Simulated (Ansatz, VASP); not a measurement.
## Two plane-wave programs on MgBeI4

File INCAR:

```
PREC = Accurate
ENCUT = 520
EDIFF = 1E-6
ISMEAR = 0
SIGMA = 0.1
LREAL = F
LASPH = T
NELM = 60
ALGO = Normal
ISIF = 2
LWAVE = F
LCHARG = F
GGA = PE
NBANDS = 44
```

File KPOINTS:

```
regular mesh
0
Gamma
  4 4 2
```

File POSCAR:

```
MgBeI4
1.0
    4.9470011100      0.0000000000      0.0000000000
    0.0000000000      4.9470011100      0.0000000000
    0.0000000000      0.0000000000     14.9250772200
Mg Be I
2 2 8
Direct
    0.5000000000      0.5000000000      0.0000000000
    0.5000000000      0.5000000000      0.5000000000
    0.0000000000      0.0000000000      0.7500000000
    0.0000000000      0.0000000000      0.2500000000
    0.5000000000      0.0000000000      0.1176773400
    0.5000000000      0.0000000000      0.6169556200
    0.0000000000      0.5000000000      0.8830443800
    0.0000000000      0.5000000000      0.3823226600
    0.5000000000      0.0000000000      0.8823226600
    0.5000000000      0.0000000000      0.3830443800
    0.0000000000      0.5000000000      0.1169556200
    0.0000000000      0.5000000000      0.6176773400
```

Input for Ansatz:

```yaml
crystal:
  lattice:
    - [4.94700111, 0.0, 0.0]
    - [0.0, 4.94700111, 0.0]
    - [0.0, 0.0, 14.92507722]
  atoms:
    - { symbol: Mg, position: [0.5, 0.5, 0.0] }
    - { symbol: Mg, position: [0.5, 0.5, 0.5] }
    - { symbol: Be, position: [0.0, 0.0, 0.75] }
    - { symbol: Be, position: [0.0, 0.0, 0.25] }
    - { symbol: I, position: [0.5, 0.0, 0.11767734] }
    - { symbol: I, position: [0.5, 0.0, 0.61695562] }
    - { symbol: I, position: [0.0, 0.5, 0.88304438] }
    - { symbol: I, position: [0.0, 0.5, 0.38232266] }
    - { symbol: I, position: [0.5, 0.0, 0.88232266] }
    - { symbol: I, position: [0.5, 0.0, 0.38304438] }
    - { symbol: I, position: [0.0, 0.5, 0.11695562] }
    - { symbol: I, position: [0.0, 0.5, 0.61767734] }
basis:
  ecutwfc: 420
kpoints:
  mp_grid: { grid: [4, 4, 2] }
hamiltonian:
  xc: pbe
scf:
  occupations: { method: gaussian, width: 0.1 }
  lower_state_search: "off"
output:
  forces: true
  stress: true
  eigenvalues: true
```

Alike in both runs: task single point; functional PBE; k mesh 4 × 4 × 2; occupations gaussian, width 0.1 eV; no spin polarisation.

|  | VASP | Ansatz |
| --- | --- | --- |
| version | VASP 6.6.1 | Ansatz 0.2.0 |
| potentials or method | VASP PAW PBE potentials, release 64 (Mg, Be, I), cutoff 520 eV | scalar-relativistic, plane waves, PAW |
| valence electrons in the cell | 64 | 160 |

|  | VASP | Ansatz | Ansatz less VASP |
| --- | --- | --- | --- |
| gap on the k mesh at the Fermi level (eV) | none | none | - |
| pressure (GPa) | 3.9 | 4.0 | +0.04 |
| traceless stress, the component that is largest in VASP (GPa) | -3.47 | -3.48 | -0.010 |
| rms of the force components (eV/Å) | 0.437 | 0.440 | +0.0033 |

Atom by atom the forces differ by 0.003 eV/Å (rms over components). A gap of «none» marks a metal or a gap that the smearing closes. VASP's potentials hold 64 valence electrons a cell and Ansatz's 160, so a difference there can come from the potentials and not from the codes.

Neither program's run includes spin-orbit coupling.
